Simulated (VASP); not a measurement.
# Pb (Pm-3m) in VASP: further runs, part 2 of 2

VASP 6.6.1. Earlier steps stand in the parts before.

## (5) Single point, RPBE (37.26 Å³/atom)

This run uses another cell than the first one, of 37.26 Å³/atom.

File INCAR:

```
SYSTEM = Pb
ALGO = Normal
EDIFF = 1E-6
ENCUT = 520
GGA = RP
ISIF = 2
ISMEAR = -1
LASPH = .True.
LCHARG = .False.
LREAL = .False.
LWAVE = .False.
NBANDS = 13
NELM = 80
PREC = Accurate
SIGMA = 0.1
```

File KPOINTS:

```
k-points
0
Gamma
  11 11 11
  0 0 0
```

File POSCAR:

```
Pb
1.0
    3.3401039709      0.0000000000      0.0000000000
    0.0000000000      3.3401039709      0.0000000000
    0.0000000000      0.0000000000      3.3401039709
Pb
1
Direct
    0.0000000000      0.0000000000      0.0000000000
```

Potentials or basis: VASP PAW PBE potentials, release 64 (Pb_d).

Command:

```bash
$ cat potpaw_PBE.64/Pb_d/POTCAR > POTCAR
$ mpirun -np 1 vasp_std > vasp.out
```

OUTCAR:

```text
SYSTEM = Pb
   EDIFF = 1E-6
   ENCUT = 520
   GGA = RP
   ISIF = 2
   ISMEAR = -1
   LASPH = .True.
   LREAL = .False.
   NELM = 80
   PREC = Accurate

 ion  position               nearest neighbor table
   1  0.000  0.000  0.000-

  LATTYP: Found a simple cubic cell.
 ALAT       =     3.3401039709

  Lattice vectors:

 A1 = (   3.3401039709,   0.0000000000,   0.0000000000)
 A2 = (   0.0000000000,   3.3401039709,   0.0000000000)
 A3 = (   0.0000000000,   0.0000000000,   3.3401039709)

Analysis of symmetry for initial positions (statically):
=====================================================================
 Subroutine PRICEL returns:
 Original cell was already a primitive cell.

 Routine SETGRP: Setting up the symmetry group for a
 simple cubic supercell.

 Subroutine GETGRP returns: Found 48 space group operations
 (whereof 48 operations were pure point group operations)
 out of a pool of 48 trial point group operations.

The static configuration has the point symmetry O_h .

Analysis of symmetry for dynamics (positions and initial velocities):
=====================================================================
 Subroutine PRICEL returns:
 Original cell was already a primitive cell.

 Routine SETGRP: Setting up the symmetry group for a
 simple cubic supercell.

 Subroutine GETGRP returns: Found 48 space group operations
 (whereof 48 operations were pure point group operations)
 out of a pool of 48 trial point group operations.

The dynamic configuration has the point symmetry O_h .

 Subroutine INISYM returns: Found 48 space group operations
 (whereof 48 operations are pure point group operations),
 and found     1 'primitive' translations

----------------------------------------------------------------------------------------

                                     Primitive cell

[... 108 lines left out ...]
     AMIX_MAG =   1.60;   BMIX_MAG =  1.00
  volume/ion in A,a.u.               =      37.26       251.46
  Fermi-wavevector in a.u.,A,eV,Ry     =   1.181293  2.232320 18.986283  1.395452
  Thomas-Fermi vector in A             =   2.317569
   LORBIT       =      0    0 simple, 1 ext, 2 COOP (PROOUT), +10 PAW based schemes
   GGA     = RP    functional components
   LHFCALC =     F    Hartree Fock is set to
   AEXX    =    0.0000 exact exchange contribution
   IVDW    =     0    specifies the selected vdW correction
   LEPSILON=     F    determine dielectric tensor
   LRPA    =     F    only Hartree local field effects (RPA)
 non-spin polarized calculation
  energy-cutoff  :      520.00
  volume of cell :       37.26
 maximum number of plane-waves:      1021
 NGX is ok and might be reduce to    28
   NGX = 13   NGY = 13   NGZ = 13

 number of electron      14.0000006 magnetization

 Free energy of the ion-electron system (eV)
  ---------------------------------------------------
  ext. energy  EPLUGINS =         0.00000000
  ---------------------------------------------------
  free energy    TOTEN  =        -2.99327090 eV

  energy without entropy =       -2.96657499  energy(sigma->0) =       -2.97992294

 E-fermi :   5.0477     XC(G=0):  -9.0138

 val. band max:        5.0306387824   @ k =   0.4545   0.4545   0.3636
 cond. band min:       5.0560055301   @ k =   0.4545   0.3636   0.1818
 fundamental gap:      0.0253667478
 Fermi energy:         5.0476896027

 k-point     1 :       0.0000    0.0000    0.0000
  band No.  band energies     occupation
      1     -12.0640      2.00000
      2     -12.0640      2.00000
      3     -11.6374      2.00000
      4     -11.6374      2.00000
      5     -11.6374      2.00000
      6      -5.5555      2.00000
      7       9.6599      0.00000
      8       9.6599      0.00000
      9       9.6599      0.00000
     10      12.2287      0.00000
     11      13.8600      0.00000
     12      13.8600      0.00000
     13      22.4920      0.00000
[... 354 lines left out ...]
  band No.  band energies     occupation
      1     -12.0112      2.00000
      2     -11.8553      2.00000
      3     -11.7133      2.00000
      4     -11.7118      2.00000
      5     -11.6501      2.00000
      6      -4.4634      2.00000
      7       4.5570      1.98532
      8       9.3082      0.00000
      9       9.5281      0.00000
     10      15.0539      0.00000
     11      15.6463      0.00000
     12      17.5038      0.00000
     13      17.7144      0.00000

 [... further k-points ...]
[... 5 lines left out ...]
  --------------------------------------------------------------------------------------
  -------------------------------------------------------------------------------------
  Total       -0.2357819     -0.2357819     -0.2357819      0.0000000      0.0000000      0.0000000
  in kB      -10.1377404    -10.1377404    -10.1377404      0.0000000      0.0000000      0.0000000
  external PRESSURE =     -10.1377404 kB  Pullay stress =       0.0000000 kB

 VOLUME and BASIS-vectors are now :
 -----------------------------------------------------------------------------
  energy-cutoff  :      520.00
  volume of cell :       37.26
      direct lattice vectors                 reciprocal lattice vectors
     3.340103971  0.000000000  0.000000000     0.299391878  0.000000000  0.000000000
     0.000000000  3.340103971  0.000000000     0.000000000  0.299391878  0.000000000
     0.000000000  0.000000000  3.340103971     0.000000000  0.000000000  0.299391878

 POSITION                                       TOTAL-FORCE (eV/Angst)
 -----------------------------------------------------------------------------------
      0.00000      0.00000      0.00000         0.000000      0.000000      0.000000
 -----------------------------------------------------------------------------------
    total drift:                               -0.000000     -0.000000     -0.000000

  FREE ENERGIE OF THE ION-ELECTRON SYSTEM (eV)
  ---------------------------------------------------
  free  energy   TOTEN  =        -2.9932708985 eV

  energy  without entropy=       -2.9665749871  energy(sigma->0) =       -2.97992294
```

OSZICAR:

```text
N       E                     dE             d eps       ncg     rms          rms(c)
DAV:   1     0.109529632666E+03    0.10953E+03   -0.70875E+03  1466   0.116E+03
DAV:   2     0.274746405835E+01   -0.10678E+03   -0.10388E+03  1551   0.305E+02
DAV:   3    -0.284280672131E+01   -0.55903E+01   -0.55720E+01  1761   0.760E+01
DAV:   4    -0.298655722179E+01   -0.14375E+00   -0.14372E+00  1802   0.135E+01
DAV:   5    -0.299335558892E+01   -0.67984E-02   -0.67982E-02  1950   0.267E+00    0.511E-01
DAV:   6    -0.299170711592E+01    0.16485E-02   -0.10022E-02  1975   0.156E+00    0.294E-01
DAV:   7    -0.299288794750E+01   -0.11808E-02   -0.54206E-03  1856   0.114E+00    0.996E-02
DAV:   8    -0.299327423856E+01   -0.38629E-03   -0.76978E-04  1761   0.357E-01    0.136E-02
DAV:   9    -0.299327143058E+01    0.28080E-05   -0.28012E-05  1826   0.807E-02    0.651E-03
DAV:  10    -0.299327089851E+01    0.53206E-06   -0.51955E-06  1656   0.165E-02
   1 F= -.29932709E+01 E0= -.29799229E+01  d E =-.266959E-01
```

stdout:

```text
POSCAR found type information on POSCAR Pb
 POSCAR found :  1 types and       1 ions
 scaLAPACK will be used
 -----------------------------------------------------------------------------
|                                                                             |
|                                                                             |
|     You enforced a specific xc type in the INCAR file but a different       |
|     I HOPE YOU KNOW WHAT YOU ARE DOING!                                     |
|                                                                             |
 -----------------------------------------------------------------------------

 LDA part: xc-table for (Slater+PW92), standard interpolation
 POSCAR, INCAR and KPOINTS ok, starting setup
 FFT: planning ... GRIDC
 FFT: planning ... GRID_SOFT
 FFT: planning ... GRID
 WAVECAR not read
 entering main loop
```

Run time: 38 s. Hardware: 1 thread of AMD EPYC 7R13, shared host; peak memory 0.14 GiB.

Results:

```yaml
Free_energy: -2.9933 eV
Pressure: -1.0 GPa
Band_gap_on_the_k_mesh: zero (bands 7 and 8 overlap by 6.04 eV)
```

Caveat: the PAW data sets were made with another functional, which shifts forces and pressure a little; spin-orbit coupling is left out, which moves the levels of the heavy elements.

## (6) The runs side by side

```csv
cell,gap on the mesh (eV),pressure (GPa)
"a = 3.159 Å, 1 atom",none,5.5
"a = 3.252 Å, 1 atom",none,1.5
"a = 3.297 Å, 1 atom",none,0.1
"a = 3.340 Å, 1 atom",none,-1.0
```

Alike in all rows: task single point; level RPBE; potentials or basis VASP PAW PBE potentials, release 64 (Pb_d); no spin polarisation; k mesh 11 × 11 × 11; cutoff (eV) 520; smearing fermi-dirac 0.1 eV.

Caveats: the PAW data sets were made with another functional, which shifts forces and pressure a little; spin-orbit coupling is left out, which moves the levels of the heavy elements; the cell stands under pressure (at least some runs).

Total energies depend on the potentials used, so only differences within one code and one set of settings carry meaning.
